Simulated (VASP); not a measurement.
Runs of VASP 6.6.1 on TaTeSe. The structure is that of space group P3m1 (No. 156), or close to it. The cells are those of the table. 

```tsv
spin	cell	gap on the mesh (eV)	moment (μB)	largest force (eV/Å)
off	a = 3.555, b = 3.555, c = 18.000 Å, angles 90.0, 90.0, 120.0°, 3 atoms	none	-	7.69
collinear, ferromagnetic start	a = 3.591, b = 3.591, c = 30.768 Å, angles 90.0, 90.0, 120.0°, 3 atoms	none	0.47	0.04
off	a = 3.591, b = 3.591, c = 30.768 Å, angles 90.0, 90.0, 120.0°, 3 atoms	none	-	(b)
collinear, ferromagnetic start	a = 3.555, b = 3.555, c = 18.000 Å, angles 90.0, 90.0, 120.0°, 3 atoms	none	0.34	(a)
```

Alike in all rows: task single point; level PBE; potentials or basis VASP PAW PBE potentials, release 64 (Ta_pv, Te, Se); k mesh 6 × 6 × 1; cutoff (eV) 520; smearing gaussian 0.1 eV.

**Question.** Fill in the values left out.

**Answer.** (a) 7.76; (b) 0.03.

Caveats: spin-orbit coupling is left out, which moves the levels of the heavy elements.

A k mesh can miss the band edges, and the runs leave out spin-orbit coupling on Se, Ta, Te.

A gap of «none» marks levels without a gap at the run's occupations.
